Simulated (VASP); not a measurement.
# Cd2O (C2/m) in VASP: relaxation of cell and atoms with PBE

Aim: the relaxation of cell and atoms of Cd2O with PBE.

Program: VASP 6.6.1. These are calculated values, not measurements. Logs are shortened: lines on timing, memory, paths and dates and some standing lists are left out, and cuts for length are marked.

**1. The cell of the first run**

Symmetry: C2/m, No. 12, monoclinic system. Conventional cell: a = 4.454 Å, b = 5.246 Å, c = 5.935 Å, α = 90.00°, β = 101.92°, γ = 90.00°. Within 2.1 Å of Cd (site symmetry m) lie 1 O at 1.54 Å. O (site symmetry 2/m) has 2 Cd at 1.54 Å within 2.1 Å.

The cell was built from a structure type or drawn by symmetry, and may not be a known phase.

**2. Relaxation of cell and atoms, PBE**

File INCAR:

```
SYSTEM = Cd2O
ALGO     = Normal         ! electronic algorithm
EDIFF    = 1E-7           ! SCF threshold, eV
EDIFFG   = -0.08          ! ionic threshold
ENCUT    = 600            ! plane-wave cutoff, eV
GGA      = PE             ! functional
IBRION   = 2              ! ionic algorithm
ISIF     = 3              ! what is computed and relaxed
ISMEAR   = 0              ! smearing method
LASPH    = .True.         ! aspherical terms in the spheres
LCHARG   = .False.        ! write CHGCAR
LREAL    = .False.        ! projectors in reciprocal space
LWAVE    = .False.        ! write WAVECAR
NELM     = 80             ! most SCF steps
NSW      = 36             ! ionic steps
PREC     = Accurate       ! precision mode
SIGMA    = 0.2            ! smearing width, eV
```

File KPOINTS:

```
k-points
0
Gamma
  6 6 4
  0 0 0
```

File POSCAR:

```
Cd2O
1.0
    2.2271134300     -2.6231140200      0.0000000000
    2.2271134300      2.6231140200      0.0000000000
   -1.2252905500      0.0000000000      5.8068617600
Cd O
2 1
Direct
    0.7397788300      0.7397788300      0.8457244400
    0.2602211700      0.2602211700      0.1542755600
    0.5000000000      0.5000000000      0.0000000000
```

Potentials or basis: VASP PAW PBE potentials, release 64 (Cd, O).

Command:

```sh
$ cat potpaw_PBE.64/Cd/POTCAR potpaw_PBE.64/O/POTCAR > POTCAR
$ mpirun -np 1 vasp_std > vasp.out
```

OUTCAR:

```text
SYSTEM = Cd2O
   EDIFF = 1E-7
   EDIFFG = -0.08
   ENCUT = 600
   GGA = PE
   IBRION = 2
   ISIF = 3
   ISMEAR = 0
   LASPH = .True.
   LREAL = .False.
   NELM = 80
   NSW = 36
   PREC = Accurate

 ion  position               nearest neighbor table
   1  0.740  0.740  0.846-   3 1.54   2 2.64   2 3.09   2 3.19   2 3.19
   2  0.260  0.260  0.154-   3 1.54   1 2.64   1 3.09   1 3.19   1 3.19
   3  0.500  0.500  0.000-   1 1.54   2 1.54

  LATTYP: Found a base centered monoclinic cell.
 ALAT       =     4.4542268600
 B/A-ratio  =     1.1778089004
 C/A-ratio  =     1.3323808684
 COS(beta)  =    -0.2064611602

  Lattice vectors:

 A1 = (   2.2271134300,  -2.6231140200,   0.0000000000)
 A2 = (   2.2271134300,   2.6231140200,   0.0000000000)
 A3 = (  -1.2252905500,   0.0000000000,   5.8068617600)

Analysis of symmetry for initial positions (statically):
=====================================================================
 Subroutine PRICEL returns:
 Original cell was already a primitive cell.

 Routine SETGRP: Setting up the symmetry group for a
 base centered monoclinic supercell.

 Subroutine GETGRP returns: Found  4 space group operations
 (whereof  4 operations were pure point group operations)
 out of a pool of  4 trial point group operations.

The static configuration has the point symmetry C_2h.

Analysis of symmetry for dynamics (positions and initial velocities):
=====================================================================
 Subroutine PRICEL returns:
 Original cell was already a primitive cell.

 Routine SETGRP: Setting up the symmetry group for a
 base centered monoclinic supercell.

 Subroutine GETGRP returns: Found  4 space group operations
 (whereof  4 operations were pure point group operations)
 out of a pool of  4 trial point group operations.

The dynamic configuration has the point symmetry C_2h.

 Subroutine INISYM returns: Found  4 space group operations
 (whereof  4 operations are pure point group operations),
 and found     1 'primitive' translations

----------------------------------------------------------------------------------------

                                     Primitive cell

  volume of cell :      67.8471

  direct lattice vectors                    reciprocal lattice vectors
     2.227113430 -2.623114020  0.000000000     0.224505853 -0.190613140  0.047372387
     2.227113430  2.623114020  0.000000000     0.224505853  0.190613140  0.047372387
    -1.225290550  0.000000000  5.806861760     0.000000000  0.000000000  0.172210058

  length of vectors
     3.441040743  3.441040743  5.934726652     0.298295810  0.298295810  0.172210058

  position of ions in fractional coordinates (direct lattice)
     0.739778830  0.739778830  0.845724440
     0.260221170  0.260221170  0.154275560
     0.500000000  0.500000000  0.000000000

  ion indices of the primitive-cell ions
   primitive index   ion index
                 1           1
                 2           2
                 3           3

----------------------------------------------------------------------------------------

 KPOINTS: k-points

Automatic generation of k-mesh.
 Grid dimensions read from file:
 generate k-points for:    6    6    4

 Generating k-lattice:

  Cartesian coordinates                     Fractional coordinates (reciprocal lattice)
     0.037417642 -0.031768857  0.007895398     0.166666667  0.000000000  0.000000000
     0.037417642  0.031768857  0.007895398     0.000000000  0.166666667  0.000000000
     0.000000000  0.000000000  0.043052514     0.000000000  0.000000000  0.250000000

  Length of vectors
     0.049715968  0.049715968  0.043052514

  Shift w.r.t. Gamma in fractional coordinates (k-lattice)
     0.000000000  0.000000000  0.000000000

 Subroutine IBZKPT returns following result:
 ===========================================

 Found     47 irreducible k-points:

 Following reciprocal coordinates:
            Coordinates               Weight
  0.000000  0.000000  0.000000      1.000000
  0.166667  0.000000  0.000000      4.000000
  0.333333  0.000000  0.000000      4.000000
  0.500000  0.000000  0.000000      2.000000
  0.166667  0.166667  0.000000      2.000000
  0.333333  0.166667  0.000000      4.000000
[... 16 lines left out ...]
 -0.333333  0.166667  0.250000      4.000000
 -0.166667  0.166667  0.250000      4.000000
 [... further k-points ...]
   k-points           NKPTS =     47   k-points in BZ     NKDIM =     47   number of bands    NBANDS=     19
   number of dos      NEDOS =    301   number of ions     NIONS =      3
   total plane-waves  NPLWV =  37632
   dimension x,y,z NGX =    28 NGY =   28 NGZ =   48
   dimension x,y,z NGXF=    56 NGYF=   56 NGZF=   96
   ions per type =               2   1
   NGX,Y,Z   is equivalent  to a cutoff of  13.53, 13.53, 13.45 a.u.
   NGXF,Y,Z  is equivalent  to a cutoff of  27.06, 27.06, 26.89 a.u.
 SYSTEM =  Cd2O
   PREC   = accura    normal or accurate (medium, high low for compatibility)
   ISTART =      0    job   : 0-new  1-cont  2-samecut
   ICHARG =      2    charge: 1-file 2-atom 10-const
   ISPIN  =      1    spin polarized calculation?
   LNONCOLLINEAR =      F non collinear calculations
   LSORBIT =      F    spin-orbit coupling
   LASPH  =      T    aspherical Exc in radial PAW
   ENCUT  =  600.0 eV  44.10 Ry    6.64 a.u.   6.87  6.87 11.85*2*pi/ulx,y,z
   NELM   =     80;   NELMIN=  2; NELMDL= -5     # of ELM steps
   EDIFF  = 0.1E-06   stopping-criterion for ELM
   LREAL  =      F    real-space projection
   EDIFFG = -.8E-01   stopping-criterion for IOM
   NSW    =     36    number of steps for IOM
   IBRION =      2    ionic relax: 0-MD 1-quasi-New 2-CG
   NFREE  =      1    steps in history (QN), initial steepest desc. (CG)
   ISIF   =      3    stress and relaxation
   ISYM   =      2    0-nonsym 1-usesym 2-fastsym
   POTIM  = 0.5000    time-step for ionic-motion
   TEBEG  =    0.0;   TEEND  =   0.0 temperature during run
   PSTRESS=    0.0 pullay stress
   NELECT =      30.0000    total number of electrons
   NUPDOWN=      -1.0000    fix difference up-down
   EMIN   =  10.00;   EMAX   =-10.00  energy-range for DOS
   EFERMI =   0.00;   METHOD = LEGACY
   ISMEAR =     0;   SIGMA  =   0.20  broadening in eV -4-tet -1-fermi 0-gaus
   EFERMI_NEDOS =   21; number of points for ismear=-14 and -15
   IALGO  =     38    algorithm
   IMIX   =      4    mixing-type and parameters
     AMIX     =   0.40;   BMIX     =  1.00
     AMIX_MAG =   1.60;   BMIX_MAG =  1.00
  volume/ion in A,a.u.               =      22.62       152.62
  Fermi-wavevector in a.u.,A,eV,Ry     =   1.247206  2.356878 21.164179  1.555523
  Thomas-Fermi vector in A             =   2.381349
   LORBIT       =      0    0 simple, 1 ext, 2 COOP (PROOUT), +10 PAW based schemes
   GGA     = PE    functional components
   LHFCALC =     F    Hartree Fock is set to
   AEXX    =    0.0000 exact exchange contribution
   IVDW    =     0    specifies the selected vdW correction
   LEPSILON=     F    determine dielectric tensor
   LRPA    =     F    only Hartree local field effects (RPA)
 conjugate gradient relaxation of ions
 non-spin polarized calculation
 Gauss-broadening in eV      SIGMA  =   0.20
  energy-cutoff  :      600.00
  volume of cell :       67.85
 maximum number of plane-waves:      2288
   NGX = 13   NGY = 13   NGZ = 23

--------------------------------------- Ionic step        1  -------------------------------------------

 number of electron      30.0000004 magnetization

 Free energy of the ion-electron system (eV)
  ---------------------------------------------------
  ext. energy  EPLUGINS =         0.00000000
  ---------------------------------------------------
  free energy    TOTEN  =         4.19218896 eV

  energy without entropy =        4.23053769  energy(sigma->0) =        4.21136333

------------------------ aborting loop because EDIFF is reached ----------------------------------------

  FORCE on cell =-STRESS in cart. coord.  units (eV):
  Direction    XX          YY          ZZ          XY          YZ          ZX
  --------------------------------------------------------------------------------------
  -------------------------------------------------------------------------------------
  Total       62.3295448      3.9034933     30.8328297      0.0000000      0.0000000    -39.7764063
  in kB     1471.8838812     92.1792207    728.1032638      0.0000000      0.0000000   -939.3017613
  external PRESSURE =     764.0554552 kB  Pullay stress =       0.0000000 kB
[... 92 lines left out ...]
  FREE ENERGIE OF THE ION-ELECTRON SYSTEM (eV)
  ---------------------------------------------------
  free  energy   TOTEN  =        -2.7714253082 eV

  energy  without entropy=       -2.7027076961  energy(sigma->0) =       -2.73706650

 E-fermi :  -0.3437     XC(G=0):  -8.7038

 val. band max:       -0.3836559382   @ k =   0.3333   0.3333   0.5000
 cond. band min:      -0.2983782417   @ k =   0.1667   0.1667   0.5000
 fundamental gap:      0.0852776965
 Fermi energy:        -0.3437016834

 k-point     1 :       0.0000    0.0000    0.0000
  band No.  band energies     occupation
      1     -16.3846      2.00000
      2      -8.9446      2.00000
      3      -8.6026      2.00000
      4      -8.6015      2.00000
      5      -8.5556      2.00000
      6      -8.4915      2.00000
[... 11 lines left out ...]
     18       7.4824      0.00000
     19       7.5499      0.00000
[... 489 lines left out ...]
      3      -8.6103      2.00000
      4      -8.5731      2.00000
      5      -8.5155      2.00000
      6      -8.4487      2.00000
[... 11 lines left out ...]
     18       5.2618      0.00000
     19       5.4386      0.00000

 [... further k-points ...]

 E-fermi :   1.1771     XC(G=0):  -9.6903

 val. band max:        1.1312659706   @ k =   0.5000   0.5000   0.0000
 cond. band min:       1.2036556043   @ k =   0.3333   0.3333   0.5000
 fundamental gap:      0.0723896337
 Fermi energy:         1.1770859566

 k-point     1 :       0.0000    0.0000    0.0000
  band No.  band energies     occupation
      1     -16.5453      2.00000
      2      -7.8380      2.00000
      3      -7.7316      2.00000
      4      -7.6803      2.00000
      5      -7.6308      2.00000
      6      -7.4493      2.00000
[... 11 lines left out ...]
     18       9.5310      0.00000
     19      10.4746      0.00000
[... 489 lines left out ...]
      3      -7.7432      2.00000
      4      -7.5553      2.00000
      5      -7.4628      2.00000
      6      -7.4107      2.00000
[... 11 lines left out ...]
     18       7.9830      0.00000
     19       8.3879      0.00000

 [... further k-points ...]

[... ionic steps 4 to 26 ...]

--------------------------------------- Ionic step       27  -------------------------------------------

 number of electron      30.0000009 magnetization

------------------------ aborting loop because EDIFF is reached ----------------------------------------

  FORCE on cell =-STRESS in cart. coord.  units (eV):
  Direction    XX          YY          ZZ          XY          YZ          ZX
  --------------------------------------------------------------------------------------
  -------------------------------------------------------------------------------------
  Total       -0.3191047     -0.4627073     -0.2591745      0.0000000      0.0000000     -0.1395794
  in kB      -10.0557600    -14.5810233     -8.1672145      0.0000000      0.0000000     -4.3984841
  external PRESSURE =     -10.9346659 kB  Pullay stress =       0.0000000 kB
[... 59 lines left out ...]
  energy  without entropy=       -8.2869292006  energy(sigma->0) =       -8.29004584

--------------------------------------- Ionic step       29  -------------------------------------------

 number of electron      30.0000005 magnetization

 Free energy of the ion-electron system (eV)
  ---------------------------------------------------
  ext. energy  EPLUGINS =         0.00000000
  ---------------------------------------------------
  free energy    TOTEN  =        -8.29412620 eV

  energy without entropy =       -8.28786533  energy(sigma->0) =       -8.29099577

 E-fermi :   2.8287     XC(G=0): -11.1162

 val. band max:        2.8193040475   @ k =   0.1667   0.0000   0.5000
 cond. band min:       2.9105589588   @ k =   0.1667   0.1667   0.5000
 fundamental gap:      0.0912549112
 Fermi energy:         2.8286631276

 k-point     1 :       0.0000    0.0000    0.0000
  band No.  band energies     occupation
      1     -15.3656      2.00000
      2      -6.3615      2.00000
      3      -5.9911      2.00000
      4      -5.8715      2.00000
      5      -5.8214      2.00000
      6      -5.8036      2.00000
[... 11 lines left out ...]
     18      12.7809      0.00000
     19      13.4928      0.00000
[... 489 lines left out ...]
      3      -6.0544      2.00000
      4      -5.9734      2.00000
      5      -5.9358      2.00000
      6      -5.8832      2.00000
[... 11 lines left out ...]
     18       8.8147      0.00000
     19       9.8448      0.00000

 [... further k-points ...]
[... 5 lines left out ...]
  --------------------------------------------------------------------------------------
  -------------------------------------------------------------------------------------
  Total        0.1614182     -0.0198806      0.1399981      0.0000000      0.0000000     -0.1153030
  in kB        5.1664872     -0.6363163      4.4808950      0.0000000      0.0000000     -3.6904852
  external PRESSURE =       3.0036887 kB  Pullay stress =       0.0000000 kB
[... 18 lines left out ...]
  FREE ENERGIE OF THE ION-ELECTRON SYSTEM (eV)
  ---------------------------------------------------
  free  energy   TOTEN  =        -8.2941261992 eV

  energy  without entropy=       -8.2878653313  energy(sigma->0) =       -8.29099577

 reached required accuracy - stopping structural energy minimisation
```

It took 12 min on 1 thread of Intel Xeon 6975P-C (Granite Rapids), shared host; peak memory 0.24 GiB.

Results:

- Free energy: -8.2941 eV
- Relaxed volume: 16.69 Å³/atom
- Relaxed cell: a = 3.293 Å, b = 3.293 Å, c = 5.175 Å, α = 89.29°, β = 89.29°, γ = 63.14°
- Space group after relaxing (to 0.1 Å): C2/m (No. 12)
- Pressure after relaxing: 0.3 GPa
- Largest force after relaxing: 0.060 eV/Å
- Band gap on the k mesh: zero (bands 15 and 16 overlap by 2.49 eV)

Forces on the atoms (eV/Å):
```
Cd  -0.035  0.000  0.048
Cd   0.035  0.000 -0.048
O    0.000  0.000  0.000
```

Stress tensor (GPa, compression positive):
```
 0.52  0.00 -0.37
 0.00 -0.06  0.00
-0.37  0.00  0.45
```

Final structure:
```cif
data_structure
_symmetry_space_group_name_H-M 'P 1'
_symmetry_Int_Tables_number 1
_cell_length_a 3.2930
_cell_length_b 3.2930
_cell_length_c 5.1749
_cell_angle_alpha 89.287
_cell_angle_beta 89.287
_cell_angle_gamma 63.143
_cell_volume 50.06
loop_
_atom_site_label
_atom_site_type_symbol
_atom_site_fract_x
_atom_site_fract_y
_atom_site_fract_z
_atom_site_occupancy
Cd1 Cd 0.84031 0.84031 0.72309 1
Cd2 Cd 0.15969 0.15969 0.27691 1
O1 O 0.50000 0.50000 0.00000 1
```

Caveat: the volume moved by over 15 % at a fixed basis, so the end points are rough; the relaxation stopped at a loose force limit of 0.08 eV/Å, so its end isn't a converged minimum.
